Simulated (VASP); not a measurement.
# CoH (Fm-3m) in VASP: a series of runs, part 2 of 3

VASP 6.6.1. The steps go on from the part before.

## Step 4: Relaxation of cell and atoms, LDA, collinear spin, ferromagnetic start, target pressure 15 GPa, at which the enthalpy is minimised

This run uses another cell than the first one, of 6.28 Å³/atom, 1.066 times its volume.

The input, INCAR:

```
SYSTEM = CoH
PREC = Accurate ; ENCUT = 600
EDIFF = 1E-6 ; ISMEAR = -1
SIGMA = 0.1 ; LREAL = .False.
LASPH = .True. ; NELM = 150
ALGO = Normal ; ISIF = 3
LWAVE = .False. ; LCHARG = .False.
ISPIN = 2 ; MAGMOM = 2.5 0
LORBIT = 11 ; LMAXMIX = 4
GGA = CA ; IBRION = 2
NSW = 60 ; EDIFFG = -0.02
PSTRESS = 150.0
```

The input, KPOINTS:

```
Automatic mesh
0
Gamma
  10 10 10
  0 0 0
```

The input, POSCAR:

```
CoH
1.0
    0.0000000000      1.8450000000      1.8450000000
    1.8450000000      0.0000000000      1.8450000000
    1.8450000000      1.8450000000      0.0000000000
Co H
1 1
Direct
    0.0000000000      0.0000000000      0.0000000000
    0.5000000000      0.5000000000      0.5000000000
```

Potentials or basis: VASP PAW LDA potentials, release 64 (Co, H).

The run is started by

```
> cat potpaw_LDA.64/Co/POTCAR potpaw_LDA.64/H/POTCAR > POTCAR
> mpirun -np 1 vasp_std > vasp.out
```

OUTCAR:

```text
SYSTEM = CoH
   PREC = Accurate
   ENCUT = 600
   EDIFF = 1E-6
   ISMEAR = -1
   LREAL = .False.
   LASPH = .True.
   NELM = 150
   ISIF = 3
   ISPIN = 2
   LORBIT = 11
   GGA = CA
   IBRION = 2
   NSW = 60
   EDIFFG = -0.02
   PSTRESS = 150.0

 ion  position               nearest neighbor table
   1  0.000  0.000  0.000-   2 1.84   2 1.84   2 1.84   2 1.84   2 1.84   2 1.84
   2  0.500  0.500  0.500-   1 1.84   1 1.84   1 1.84   1 1.84   1 1.84   1 1.84

  LATTYP: Found a face centered cubic cell.
 ALAT       =     3.6900000000

  Lattice vectors:

 A1 = (   0.0000000000,   1.8450000000,   1.8450000000)
 A2 = (   1.8450000000,   0.0000000000,   1.8450000000)
 A3 = (   1.8450000000,   1.8450000000,   0.0000000000)

Analysis of symmetry for initial positions (statically):
=====================================================================
 Subroutine PRICEL returns:
 Original cell was already a primitive cell.

 Routine SETGRP: Setting up the symmetry group for a
 face centered cubic supercell.

 Subroutine GETGRP returns: Found 48 space group operations
 (whereof 48 operations were pure point group operations)
 out of a pool of 48 trial point group operations.

The static configuration has the point symmetry O_h .

Analysis of symmetry for dynamics (positions and initial velocities):
=====================================================================
 Subroutine PRICEL returns:
 Original cell was already a primitive cell.

 Routine SETGRP: Setting up the symmetry group for a
 face centered cubic supercell.

 Subroutine GETGRP returns: Found 48 space group operations
 (whereof 48 operations were pure point group operations)
 out of a pool of 48 trial point group operations.

The dynamic configuration has the point symmetry O_h .

Analysis of structural, dynamic, and magnetic symmetry:
=====================================================================
 Subroutine PRICEL returns:
 Original cell was already a primitive cell.

 Routine SETGRP: Setting up the symmetry group for a
 face centered cubic supercell.

 Subroutine GETGRP returns: Found 48 space group operations
 (whereof 48 operations were pure point group operations)
 out of a pool of 48 trial point group operations.

The overall configuration has the point symmetry O_h .

 Subroutine INISYM returns: Found 48 space group operations
 (whereof 48 operations are pure point group operations),
 and found     1 'primitive' translations

----------------------------------------------------------------------------------------

                                     Primitive cell

  volume of cell :      12.5609

  direct lattice vectors                    reciprocal lattice vectors
     0.000000000  1.845000000  1.845000000    -0.271002710  0.271002710  0.271002710
     1.845000000  0.000000000  1.845000000     0.271002710 -0.271002710  0.271002710
     1.845000000  1.845000000  0.000000000     0.271002710  0.271002710 -0.271002710

  length of vectors
     2.609224023  2.609224023  2.609224023     0.469390463  0.469390463  0.469390463

  position of ions in fractional coordinates (direct lattice)
     0.000000000  0.000000000  0.000000000
     0.500000000  0.500000000  0.500000000

[... 28 lines left out ...]

 Found     47 irreducible k-points:

 Following reciprocal coordinates:
            Coordinates               Weight
  0.000000  0.000000  0.000000      1.000000
  0.100000  0.000000  0.000000      8.000000
  0.200000  0.000000  0.000000      8.000000
  0.300000  0.000000  0.000000      8.000000
  0.400000  0.000000  0.000000      8.000000
  0.500000  0.000000  0.000000      4.000000
[... 16 lines left out ...]
  0.300000  0.300000  0.000000      6.000000
  0.400000  0.300000  0.000000     24.000000
 [... further k-points ...]
   k-points           NKPTS =     47   k-points in BZ     NKDIM =     47   number of bands    NBANDS=     10
   number of dos      NEDOS =    301   number of ions     NIONS =      2
   total plane-waves  NPLWV =  13824
   dimension x,y,z NGX =    24 NGY =   24 NGZ =   24
   dimension x,y,z NGXF=    48 NGYF=   48 NGZF=   48
   ions per type =               1   1
   NGX,Y,Z   is equivalent  to a cutoff of  15.29, 15.29, 15.29 a.u.
   NGXF,Y,Z  is equivalent  to a cutoff of  30.58, 30.58, 30.58 a.u.
 SYSTEM =  CoH
   PREC   = accura    normal or accurate (medium, high low for compatibility)
   ISTART =      0    job   : 0-new  1-cont  2-samecut
   ICHARG =      2    charge: 1-file 2-atom 10-const
   ISPIN  =      2    spin polarized calculation?
   LNONCOLLINEAR =      F non collinear calculations
   LSORBIT =      F    spin-orbit coupling
   LASPH  =      T    aspherical Exc in radial PAW
   ENCUT  =  600.0 eV  44.10 Ry    6.64 a.u.   5.21  5.21  5.21*2*pi/ulx,y,z
   NELM   =    150;   NELMIN=  2; NELMDL= -5     # of ELM steps
   EDIFF  = 0.1E-05   stopping-criterion for ELM
   LREAL  =      F    real-space projection
   EDIFFG = -.2E-01   stopping-criterion for IOM
   NSW    =     60    number of steps for IOM
   IBRION =      2    ionic relax: 0-MD 1-quasi-New 2-CG
   NFREE  =      1    steps in history (QN), initial steepest desc. (CG)
   ISIF   =      3    stress and relaxation
   ISYM   =      2    0-nonsym 1-usesym 2-fastsym
   POTIM  = 0.5000    time-step for ionic-motion
   TEBEG  =    0.0;   TEEND  =   0.0 temperature during run
   PSTRESS=  150.0 pullay stress
   NELECT =      10.0000    total number of electrons
   NUPDOWN=      -1.0000    fix difference up-down
   EMIN   =  10.00;   EMAX   =-10.00  energy-range for DOS
   EFERMI =   0.00;   METHOD = LEGACY
   ISMEAR =    -1;   SIGMA  =   0.10  broadening in eV -4-tet -1-fermi 0-gaus
   EFERMI_NEDOS =   21; number of points for ismear=-14 and -15
   IALGO  =     38    algorithm
   IMIX   =      4    mixing-type and parameters
     AMIX     =   0.40;   BMIX     =  1.00
     AMIX_MAG =   1.60;   BMIX_MAG =  1.00
  volume/ion in A,a.u.               =       6.28        42.38
  Fermi-wavevector in a.u.,A,eV,Ry     =   1.517290  2.867261 31.322891  2.302168
  Thomas-Fermi vector in A             =   2.626565
   LORBIT       =     11    0 simple, 1 ext, 2 COOP (PROOUT), +10 PAW based schemes
   GGA     = CA    functional components
   LHFCALC =     F    Hartree Fock is set to
   AEXX    =    0.0000 exact exchange contribution
   IVDW    =     0    specifies the selected vdW correction
   LEPSILON=     F    determine dielectric tensor
   LRPA    =     F    only Hartree local field effects (RPA)
 conjugate gradient relaxation of ions
 spin polarized calculation
  energy-cutoff  :      600.00
  volume of cell :       12.56
 maximum number of plane-waves:       444
 NGX is ok and might be reduce to    24
   NGX = 11   NGY = 11   NGZ = 11

--------------------------------------- Ionic step        1  -------------------------------------------

 number of electron      10.0000000 magnetization       1.0264416

 Free energy of the ion-electron system (eV)
  ---------------------------------------------------
  ext. energy  EPLUGINS =         0.00000000
  ---------------------------------------------------
  free energy    TOTEN  =       -11.81759640 eV

  energy without entropy =      -11.76923970  energy(sigma->0) =      -11.79341805

 E-fermi :   9.9202     XC(G=0): -13.6825

 val. band max:        9.9008256104   @ k =   0.3000   0.3000   0.0000
 cond. band min:       9.9653964572   @ k =  -0.2000   0.3000   0.1000
 fundamental gap:      0.0645708468
 Fermi energy:         9.9202139874

 spin component 1

 k-point     1 :       0.0000    0.0000    0.0000
  band No.  band energies     occupation
      1      -2.4452      1.00000
      2       7.4629      1.00000
      3       7.4629      1.00000
      4       7.4629      1.00000
      5       8.4891      1.00000
      6       8.4891      1.00000
      7      24.9999      0.00000
      8      30.5670      0.00000
      9      31.0364      0.00000
     10      31.0364      0.00000
[... 690 lines left out ...]
--------------------------------------- Ionic step        3  -------------------------------------------

 number of electron      10.0000001 magnetization       0.8915636

 Free energy of the ion-electron system (eV)
  ---------------------------------------------------
  ext. energy  EPLUGINS =         0.00000000
  ---------------------------------------------------
  free energy    TOTEN  =       -11.83075382 eV

  energy without entropy =      -11.78817950  energy(sigma->0) =      -11.80946666

 E-fermi :  11.6788     XC(G=0): -14.3449

 val. band max:       11.6623107830   @ k =   0.5000   0.4000   0.0000
 cond. band min:      11.6946100127   @ k =   0.4000   0.1000   0.0000
 fundamental gap:      0.0322992297
 Fermi energy:        11.6787637486

 spin component 1

 k-point     1 :       0.0000    0.0000    0.0000
  band No.  band energies     occupation
      1      -1.7345      1.00000
      2       8.9827      1.00000
      3       8.9827      1.00000
      4       8.9827      1.00000
      5      10.2129      1.00000
      6      10.2129      1.00000
      7      28.1899      0.00000
      8      33.0983      0.00000
      9      34.1832      0.00000
     10      34.1832      0.00000
[... 648 lines left out ...]
  energy  without entropy=      -11.7881794987  energy(sigma->0) =      -11.80946666

  enthalpy is  TOTEN    =       -10.7834043725 eV   P V=        1.0473494431

 reached required accuracy - stopping structural energy minimisation

 total charge

# of ion       s       p       d       tot
------------------------------------------
    1        0.449   0.645   7.563   8.657
    2        0.522   0.053   0.000   0.575
--------------------------------------------------
tot          0.971   0.697   7.563   9.232

 magnetization (x)

# of ion       s       p       d       tot
------------------------------------------
    1       -0.006  -0.014   0.922   0.902
    2       -0.006  -0.002   0.000  -0.009
--------------------------------------------------
tot         -0.012  -0.017   0.922   0.893
```

CONTCAR:

```text
CoH
   1.00000000000000
    -0.0000000000000000    1.7751169785266434    1.7751169785266434
     1.7751169785266434    0.0000000000000000    1.7751169785266434
     1.7751169785266434    1.7751169785266434    0.0000000000000000
  Co              H
     1     1
Direct
     0.0000000000000000    0.0000000000000000    0.0000000000000000
     0.5000000000000000    0.5000000000000000    0.5000000000000000

  0.00000000E+00  0.00000000E+00  0.00000000E+00
  0.00000000E+00  0.00000000E+00  0.00000000E+00
```

Wall time 33 s (1 thread of Intel Xeon Platinum 8488C (Sapphire Rapids), shared host); peak memory 0.15 GiB.

Results:

- Free energy: -11.8308 eV
- Relaxed volume: 5.59 Å³/atom
- Relaxed cell: a = 2.510 Å, b = 2.510 Å, c = 2.510 Å, α = 60.00°, β = 60.00°, γ = 60.00°
- Space group after relaxing (to 0.05 Å): Fm-3m (No. 225)
- Energy change on relaxing (the enthalpy is what falls): -6.6 meV/atom
- Ionic steps: 3
- Pressure after relaxing: 14.9 GPa
- Net moment: 0.89 μB per cell
- Site moments: Co +0.90; H -0.01 μB
- Valence electrons inside the program's atomic spheres: Co 8.66; H 0.57

The path:
```csv
step,energy change (eV),largest force (eV/Å),pressure (GPa),volume (Å³)
1,0.0000,0.0000,-14.68,12.56
2,0.0849,0.0000,36.42,10.56
3,-0.0132,0.0000,14.92,11.19
```

Final structure:
```
Co H
1.0
     0.00000    1.77512    1.77512
     1.77512    0.00000    1.77512
     1.77512    1.77512    0.00000
Co H
1 1
Direct
  0.00000 0.00000 0.00000
  0.50000 0.50000 0.50000
```

Levels at points of the mesh, in eV from the Fermi level:
Spin up:
```
           k point  band 3  band 4  band 5  band 6  band 7  band 8  band 9  band 10
(0.00, 0.00, 0.00)   -2.70   -2.70   -1.47   -1.47   16.51   21.42   22.50    22.50
(0.50, 0.00, 0.00)   -2.95   -2.95   -0.58   -0.58    4.87   13.43   22.64    22.64
(0.50, 0.50, 0.00)   -0.61   -0.32   -0.32    0.42    4.81   11.83   11.83    16.88
```
Spin down:
```tsv
k point	band 2	band 3	band 4	band 5	band 6	band 7
(0.00, 0.00, 0.00)	-1.84	-1.84	-1.84	-0.67	-0.67	16.52
(0.50, 0.00, 0.00)	-5.48	-2.20	-2.20	0.36	0.36	5.51
(0.50, 0.50, 0.00)	-4.11	0.22	0.53	0.68	0.68	5.42
```

Caveat: the cell is relaxed towards a set pressure, so the enthalpy falls and the energy may rise.

## Step 5: Relaxation of cell and atoms, LDA, collinear spin, ferromagnetic start, target pressure 30 GPa, at which the enthalpy is minimised

This run uses another cell than the first one, of 6.28 Å³/atom, 1.066 times its volume.

The input, INCAR:

```
SYSTEM = CoH
PREC     = Accurate       ! precision mode
ENCUT    = 600            ! plane-wave cutoff, eV
EDIFF    = 1E-7           ! SCF threshold, eV
ISMEAR   = -1             ! smearing method
SIGMA    = 0.1            ! smearing width, eV
LREAL    = .FALSE.        ! projectors in reciprocal space
LASPH    = .TRUE.         ! aspherical terms in the spheres
NELM     = 150            ! most SCF steps
ALGO     = Normal         ! electronic algorithm
ISIF     = 3              ! what is computed and relaxed
LWAVE    = .FALSE.        ! write WAVECAR
LCHARG   = .FALSE.        ! write CHGCAR
ISPIN    = 2              ! spin polarisation
MAGMOM   = 2.5 0          ! initial moments
LORBIT   = 11             ! projections on sites
LMAXMIX  = 4              ! l up to which the mixer works
GGA      = CA             ! functional
IBRION   = 2              ! ionic algorithm
NSW      = 60             ! ionic steps
EDIFFG   = -0.02          ! ionic threshold
PSTRESS  = 300.0
```

The input, KPOINTS:

```
Automatic mesh
0
G
  10 10 10
  0 0 0
```

POSCAR is that of step 4.

The run is started by

```
> cat potpaw_LDA.64/Co/POTCAR potpaw_LDA.64/H/POTCAR > POTCAR
> mpirun -np 1 vasp_std > vasp.out
```

Wall time 35 s (1 thread of Intel Xeon Platinum 8488C (Sapphire Rapids), shared host); peak memory 0.15 GiB.

The run converged. Its results:

```
Free energy                                            : -11.7651 eV
Relaxed volume                                         : 5.36 Å³/atom
Relaxed cell                                           : a = 2.475 Å, b = 2.475 Å, c = 2.475 Å, α = 60.00°, β = 60.00°, γ = 60.00°
Space group after relaxing (to 0.05 Å)                 : Fm-3m (No. 225)
Energy change on relaxing (the enthalpy is what falls) : +26.3 meV/atom
Ionic steps                                            : 4
Pressure after relaxing                                : 30.5 GPa
Net moment                                             : 0.86 μB per cell
Site moments                                           : Co +0.87; H -0.01 μB
Valence electrons inside the program's atomic spheres  : Co 8.77; H 0.59
```

Step by step:
```
step  energy change (eV)  largest force (eV/Å)  pressure (GPa)  volume (Å³)
   1              0.0000                0.0000          -14.67        12.56
   2              0.4204                0.0000           83.34         9.64
   3              0.0461                0.0000           29.27        10.75
   4              0.0525                0.0000           30.54        10.72
```

Final structure:
```
Co H
1.0
     0.00000    1.74995    1.74995
     1.74995    0.00000    1.74995
     1.74995    1.74995    0.00000
Co H
1 1
Direct
  0.00000 0.00000 0.00000
  0.50000 0.50000 0.50000
```

Levels at points of the mesh, in eV from the Fermi level:
Spin up:
```tsv
k point	band 2	band 3	band 4	band 5	band 6	band 7	band 8	band 9	band 10
(0.00, 0.00, 0.00)	-2.81	-2.81	-2.81	-1.50	-1.50	17.06	21.70	23.02	23.02
(0.50, 0.00, 0.00)	-6.22	-3.08	-3.08	-0.54	-0.54	5.18	13.70	23.32	23.32
(0.50, 0.50, 0.00)	-5.07	-0.58	-0.27	-0.27	0.41	5.10	12.14	12.14	17.68
```
Spin down:
```csv
k point,band 2,band 3,band 4,band 5,band 6,band 7
"(0.00, 0.00, 0.00)",-1.98,-1.98,-1.98,-0.73,-0.73,17.07
"(0.50, 0.00, 0.00)",-5.76,-2.36,-2.36,0.36,0.36,5.81
"(0.50, 0.50, 0.00)",-4.39,0.22,0.52,0.71,0.71,5.69
```

Caveat: the cell is relaxed towards a set pressure, so the enthalpy falls and the energy may rise.

[end of part 2 of 3]
